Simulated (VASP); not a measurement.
# TiAl3 (I4/mmm) in VASP: single point with PBEsol

Aim: the single point of TiAl3 with PBEsol.

All numbers are computed with VASP 6.6.1; they aren't measurements. Logs are shortened: lines on timing, memory, paths and dates and some standing lists are left out, and cuts for length are marked.

### Step 1. The cell of the first run

It takes space group I4/mmm (No. 139, tetragonal). The conventional cell has a = 3.868 Å, b = 3.868 Å, c = 8.324 Å, α = 90.00°, β = 90.00°, γ = 90.00°. Ti (site symmetry 4/mmm) has 12 Al at 2.73 to 2.84 Å within 3.6 Å. Within 3.6 Å of Al (site symmetry 4/mmm) lie 4 Ti at 2.73 Å and 8 Al at 2.84 Å. Al (site symmetry -4m2) has 8 Al at 2.73 to 2.84 Å and 4 Ti at 2.84 Å within 3.6 Å.

### Step 2. Single point, PBEsol

Contents of INCAR:

```
PREC = Accurate ; ENCUT = 520
EDIFF = 1E-6 ; ISMEAR = 0
SIGMA = 0.15 ; LREAL = False
LASPH = True ; NELM = 100
ALGO = Fast ; ISIF = 2
LWAVE = False ; LCHARG = False
GGA = PS ; NBANDS = 18
```

Contents of KPOINTS:

```
regular mesh
0
Gamma
  20 20 20
```

Contents of POSCAR:

```
TiAl3
1.0
   -1.9339112126      1.9339112126      4.1621693629
    1.9339112126     -1.9339112126      4.1621693629
    1.9339112126      1.9339112126     -4.1621693629
Ti Al
1 3
Direct
    0.0000000000      0.0000000000      0.0000000000
    0.5000000000      0.5000000000      0.0000000000
    0.7500000000      0.2500000000      0.5000000000
    0.2500000000      0.7500000000      0.5000000000
```

Potentials or basis: VASP PAW PBE potentials, release 64 (Ti_sv, Al).

Launch:

```console
cat potpaw_PBE.64/Ti_sv/POTCAR potpaw_PBE.64/Al/POTCAR > POTCAR
mpirun -np 1 vasp_std > vasp.out
```

OUTCAR:

```text
PREC = Accurate
   ENCUT = 520
   EDIFF = 1E-6
   ISMEAR = 0
   LREAL = False
   LASPH = True
   NELM = 100
   ISIF = 2
   GGA = PS

 ion  position               nearest neighbor table
   1  0.000  0.000  0.000-   2 2.73   2 2.73   2 2.73   2 2.73   4 2.84   3 2.84   4 2.84   4 2.84
                             3 2.84   3 2.84   4 2.84   3 2.84
   2  0.500  0.500  0.000-   1 2.73   1 2.73   1 2.73   1 2.73   4 2.84   3 2.84   4 2.84   3 2.84
                             4 2.84   4 2.84   3 2.84   3 2.84
   3  0.750  0.250  0.500-   4 2.73   4 2.73   4 2.73   4 2.73   2 2.84   1 2.84   2 2.84   1 2.84
                             2 2.84   2 2.84   1 2.84   1 2.84
   4  0.250  0.750  0.500-   3 2.73   3 2.73   3 2.73   3 2.73   2 2.84   1 2.84   2 2.84   2 2.84
                             1 2.84   1 2.84   2 2.84   1 2.84

  LATTYP: Found a body centered tetragonal cell.
 ALAT       =     3.8678224252
 C/A-ratio  =     2.1522029221

  Lattice vectors:

 A1 = (  -1.9339112126,   1.9339112126,   4.1621693629)
 A2 = (   1.9339112126,  -1.9339112126,   4.1621693629)
 A3 = (   1.9339112126,   1.9339112126,  -4.1621693629)

Analysis of symmetry for initial positions (statically):
=====================================================================
 Subroutine PRICEL returns:
 Original cell was already a primitive cell.

 Routine SETGRP: Setting up the symmetry group for a
 body centered tetragonal supercell.

 Subroutine GETGRP returns: Found 16 space group operations
 (whereof 16 operations were pure point group operations)
 out of a pool of 16 trial point group operations.

The static configuration has the point symmetry D_4h.

Analysis of symmetry for dynamics (positions and initial velocities):
=====================================================================
 Subroutine PRICEL returns:
 Original cell was already a primitive cell.

 Routine SETGRP: Setting up the symmetry group for a
 body centered tetragonal supercell.

 Subroutine GETGRP returns: Found 16 space group operations
 (whereof 16 operations were pure point group operations)
 out of a pool of 16 trial point group operations.

The dynamic configuration has the point symmetry D_4h.

 Subroutine INISYM returns: Found 16 space group operations
 (whereof 16 operations are pure point group operations),
 and found     1 'primitive' translations

----------------------------------------------------------------------------------------

                                     Primitive cell

  volume of cell :      62.2663

  direct lattice vectors                    reciprocal lattice vectors
    -1.933911213  1.933911213  4.162169363     0.000000000  0.258543410  0.120129662
     1.933911213 -1.933911213  4.162169363     0.258543410  0.000000000  0.120129662
     1.933911213  1.933911213 -4.162169363     0.258543410  0.258543410  0.000000000

  length of vectors
     4.980329202  4.980329202  4.980329202     0.285089163  0.285089163  0.365635597

  position of ions in fractional coordinates (direct lattice)
     0.000000000  0.000000000  0.000000000
     0.500000000  0.500000000  0.000000000
     0.750000000  0.250000000  0.500000000
     0.250000000  0.750000000  0.500000000

  ion indices of the primitive-cell ions
   primitive index   ion index
                 1           1
                 2           2
                 3           3
                 4           4

----------------------------------------------------------------------------------------

 KPOINTS: regular mesh

Automatic generation of k-mesh.
 Grid dimensions read from file:
 generate k-points for:   20   20   20

 Generating k-lattice:

  Cartesian coordinates                     Fractional coordinates (reciprocal lattice)
     0.000000000  0.012927171  0.006006483     0.050000000  0.000000000  0.000000000
     0.012927171  0.000000000  0.006006483     0.000000000  0.050000000  0.000000000
     0.012927171  0.012927171  0.000000000     0.000000000  0.000000000  0.050000000

  Length of vectors
     0.014254458  0.014254458  0.018281780

  Shift w.r.t. Gamma in fractional coordinates (k-lattice)
     0.000000000  0.000000000  0.000000000

 Subroutine IBZKPT returns following result:
 ===========================================

 Found    641 irreducible k-points:

 Following reciprocal coordinates:
            Coordinates               Weight
  0.000000  0.000000  0.000000      1.000000
  0.050000  0.000000  0.000000      8.000000
  0.100000 -0.000000  0.000000      8.000000
  0.150000  0.000000 -0.000000      8.000000
  0.200000 -0.000000  0.000000      8.000000
  0.250000  0.000000  0.000000      8.000000
[... 16 lines left out ...]
 -0.400000  0.050000 -0.000000     16.000000
 -0.350000  0.050000 -0.000000     16.000000
 [... further k-points ...]
   k-points           NKPTS =    641   k-points in BZ     NKDIM =    641   number of bands    NBANDS=     18
   number of dos      NEDOS =    301   number of ions     NIONS =      4
   total plane-waves  NPLWV =  64000
   dimension x,y,z NGX =    40 NGY =   40 NGZ =   40
   dimension x,y,z NGXF=    80 NGYF=   80 NGZF=   80
   ions per type =               1   3
   NGX,Y,Z   is equivalent  to a cutoff of  13.35, 13.35, 13.35 a.u.
   NGXF,Y,Z  is equivalent  to a cutoff of  26.70, 26.70, 26.70 a.u.
 SYSTEM =  unknown system
   PREC   = accura    normal or accurate (medium, high low for compatibility)
   ISTART =      0    job   : 0-new  1-cont  2-samecut
   ICHARG =      2    charge: 1-file 2-atom 10-const
   ISPIN  =      1    spin polarized calculation?
   LNONCOLLINEAR =      F non collinear calculations
   LSORBIT =      F    spin-orbit coupling
   LASPH  =      T    aspherical Exc in radial PAW
   ENCUT  =  520.0 eV  38.22 Ry    6.18 a.u.   9.26  9.26  9.26*2*pi/ulx,y,z
   NELM   =    100;   NELMIN=  2; NELMDL= -5     # of ELM steps
   EDIFF  = 0.1E-05   stopping-criterion for ELM
   LREAL  =      F    real-space projection
   EDIFFG = 0.1E-04   stopping-criterion for IOM
   NSW    =      0    number of steps for IOM
   IBRION =     -1    ionic relax: 0-MD 1-quasi-New 2-CG
   NFREE  =      0    steps in history (QN), initial steepest desc. (CG)
   ISIF   =      2    stress and relaxation
   ISYM   =      2    0-nonsym 1-usesym 2-fastsym
   POTIM  = 0.5000    time-step for ionic-motion
   TEBEG  =    0.0;   TEEND  =   0.0 temperature during run
   PSTRESS=    0.0 pullay stress
   NELECT =      21.0000    total number of electrons
   NUPDOWN=      -1.0000    fix difference up-down
   EMIN   =  10.00;   EMAX   =-10.00  energy-range for DOS
   EFERMI =   0.00;   METHOD = LEGACY
   ISMEAR =     0;   SIGMA  =   0.15  broadening in eV -4-tet -1-fermi 0-gaus
   EFERMI_NEDOS =   21; number of points for ismear=-14 and -15
   IALGO  =     68    algorithm
   IMIX   =      4    mixing-type and parameters
     AMIX     =   0.40;   BMIX     =  1.00
     AMIX_MAG =   1.60;   BMIX_MAG =  1.00
  volume/ion in A,a.u.               =      15.57       105.05
  Fermi-wavevector in a.u.,A,eV,Ry     =   1.139542  2.153422 17.667926  1.298556
  Thomas-Fermi vector in A             =   2.276245
   LORBIT       =      0    0 simple, 1 ext, 2 COOP (PROOUT), +10 PAW based schemes
   GGA     = PS    functional components
   LHFCALC =     F    Hartree Fock is set to
   AEXX    =    0.0000 exact exchange contribution
   IVDW    =     0    specifies the selected vdW correction
   LEPSILON=     F    determine dielectric tensor
   LRPA    =     F    only Hartree local field effects (RPA)
 non-spin polarized calculation
 RMM-DIIS sequential band-by-band and
 Gauss-broadening in eV      SIGMA  =   0.15
  energy-cutoff  :      520.00
  volume of cell :       62.27
 maximum number of plane-waves:      1694
 NGX is ok and might be reduce to    40
   NGX = 19   NGY = 19   NGZ = 19

 number of electron      20.9999999 magnetization

 Free energy of the ion-electron system (eV)
  ---------------------------------------------------
  ext. energy  EPLUGINS =         0.00000000
  ---------------------------------------------------
  free energy    TOTEN  =       -22.19990879 eV

  energy without entropy =      -22.17778602  energy(sigma->0) =      -22.18884741

 E-fermi :   8.3495     XC(G=0): -10.8954

 val. band max:        8.3490002620   @ k =  -0.3000  -0.3500   0.3000
 cond. band min:       8.3526367733   @ k =  -0.2500  -0.4500   0.0500
 fundamental gap:      0.0036365112
 Fermi energy:         8.3494809025

 k-point     1 :       0.0000    0.0000    0.0000
  band No.  band energies     occupation
      1     -47.8629      2.00000
      2     -24.2902      2.00000
      3     -24.2902      2.00000
      4     -24.1946      2.00000
      5      -1.8030      2.00000
      6       5.7817      2.00000
[... 10 lines left out ...]
     17      12.2826      0.00000
     18      12.4652      0.00000

 k-point     2 :       0.0500    0.0000    0.0000
  band No.  band energies     occupation
      1     -47.8629      2.00000
      2     -24.2908      2.00000
      3     -24.2902      2.00000
      4     -24.1946      2.00000
      5      -1.7719      2.00000
      6       5.5618      2.00000
[... 10 lines left out ...]
     17      12.4125      0.00000
     18      12.5152      0.00000

 k-point     3 :       0.1000   -0.0000    0.0000
  band No.  band energies     occupation
      1     -47.8628      2.00000
      2     -24.2926      2.00000
      3     -24.2901      2.00000
      4     -24.1946      2.00000
      5      -1.6789      2.00000
      6       5.2568      2.00000
[... 10 lines left out ...]
     17      12.4790      0.00000
     18      12.9389      0.00000

 k-point     4 :       0.1500    0.0000   -0.0000
  band No.  band energies     occupation
      1     -47.8627      2.00000
      2     -24.2955      2.00000
      3     -24.2899      2.00000
      4     -24.1945      2.00000
      5      -1.5246      2.00000
      6       4.9295      2.00000
[... 375 lines left out ...]
      4     -24.1939      2.00000
      5       0.5162      2.00000
      6       1.8472      2.00000
[... 10 lines left out ...]
     17      13.1316      0.00000
     18      14.4466      0.00000

 k-point    23 :      -0.4000    0.0500   -0.0000
  band No.  band energies     occupation
      1     -47.8618      2.00000
      2     -24.3131      2.00000
      3     -24.2893      2.00000
      4     -24.1939      2.00000
      5       0.0540      2.00000
      6       2.4285      2.00000
[... 10 lines left out ...]
     17      13.2099      0.00000
     18      13.8999      0.00000

 k-point    24 :      -0.3500    0.0500   -0.0000
  band No.  band energies     occupation
      1     -47.8620      2.00000
      2     -24.3103      2.00000
      3     -24.2895      2.00000
      4     -24.1939      2.00000
      5      -0.3683      2.00000
      6       3.0340      2.00000
[... 10 lines left out ...]
     17      13.3263      0.00000
     18      13.4390      0.00000

 [... further k-points ...]

------------------------ aborting loop because EDIFF is reached ----------------------------------------

  FORCE on cell =-STRESS in cart. coord.  units (eV):
  Direction    XX          YY          ZZ          XY          YZ          ZX
  --------------------------------------------------------------------------------------
  -------------------------------------------------------------------------------------
  Total       -0.8737124     -0.8737124      1.9053088      0.0000000     -0.0000000      0.0000000
  in kB      -22.4815525    -22.4815525     49.0256266      0.0000000     -0.0000000      0.0000000
  external PRESSURE =       1.3541738 kB  Pullay stress =       0.0000000 kB

 VOLUME and BASIS-vectors are now :
 -----------------------------------------------------------------------------
  energy-cutoff  :      520.00
  volume of cell :       62.27
      direct lattice vectors                 reciprocal lattice vectors
    -1.933911213  1.933911213  4.162169363     0.000000000  0.258543410  0.120129662
     1.933911213 -1.933911213  4.162169363     0.258543410  0.000000000  0.120129662
     1.933911213  1.933911213 -4.162169363     0.258543410  0.258543410  0.000000000

 POSITION                                       TOTAL-FORCE (eV/Angst)
 -----------------------------------------------------------------------------------
      0.00000      0.00000      0.00000         0.000000     -0.000000     -0.000000
      0.00000      0.00000      4.16217         0.000000     -0.000000     -0.000000
      0.00000      1.93391      2.08108        -0.000000     -0.000000      0.000000
      1.93391      0.00000      2.08108        -0.000000      0.000000     -0.000000
 -----------------------------------------------------------------------------------
    total drift:                               -0.000000     -0.000000      0.000000

  FREE ENERGIE OF THE ION-ELECTRON SYSTEM (eV)
  ---------------------------------------------------
  free  energy   TOTEN  =       -22.1999087872 eV

  energy  without entropy=      -22.1777860242  energy(sigma->0) =      -22.18884741
```

Run time: 20 min. Hardware: 1 thread of Intel Xeon 6975P-C (Granite Rapids), shared host; peak memory 0.78 GiB.

What came out:

- Free energy: -22.1999 eV
- Pressure: 0.1 GPa
- Band gap on the k mesh: zero (an odd number of electrons rules out a gap without spin polarisation)

Levels at points of the mesh, in eV from the Fermi level:
| k point | band 9 | band 10 | band 11 | band 12 | band 13 | band 14 |
| --- | --- | --- | --- | --- | --- | --- |
| (0.00, 0.00, 0.00) | -1.38 | -1.38 | 0.77 | 1.56 | 1.56 | 2.19 |
| (0.50, 0.00, 0.00) | -1.20 | -0.18 | 0.42 | 1.70 | 1.90 | 2.76 |
| (0.50, 0.50, 0.00) | -2.80 | -2.13 | -0.91 | 1.66 | 1.84 | 2.91 |
| (0.50, 0.50, 0.50) | -1.14 | -0.26 | 0.67 | 0.67 | 0.93 | 3.10 |

Caveat: the stress differs along the axes, from -2 to 5 GPa; the PAW data sets were made with another functional, which shifts forces and pressure a little.
